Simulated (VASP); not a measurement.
Runs of VASP 6.6.1 on MgO. The structure is that of space group P3m1 (No. 156), or close to it. The cells are those of the table. 

| cell | gap on the mesh (eV) | pressure (GPa) | largest force (eV/Å) |
| --- | --- | --- | --- |
| a = 2.942, b = 2.942, c = 15.215 Å, angles 90.0, 90.0, 60.0°, 12 atoms | 0.51 | (b) | 3.69 |
| a = 2.942, b = 2.942, c = 15.915 Å, angles 90.0, 90.0, 60.0°, 12 atoms | none | (a) | 1.97 |
| a = 2.942, b = 2.942, c = 14.765 Å, angles 90.0, 90.0, 60.0°, 12 atoms | 3.19 | -4.6 | 2.70 |
| a = 2.942, b = 2.942, c = 17.215 Å, angles 90.0, 90.0, 60.0°, 12 atoms | none | -1.8 | 1.33 |

Alike in all rows: task single point; level LDA; potentials or basis VASP PAW LDA potentials, release 64 (Mg, O); no spin polarisation; k mesh 9 × 9 × 2; cutoff (eV) 520; smearing gaussian 0.05 eV.

Q: Estimate the missing entries.

A: (a) -3.0; (b) -5.1.

Caveats: forces of over 1 eV/Å act on the atoms, so gaps and moduli don't describe the material at rest.

A k mesh can miss the band edges.

A gap of «none» marks levels without a gap at the run's occupations.
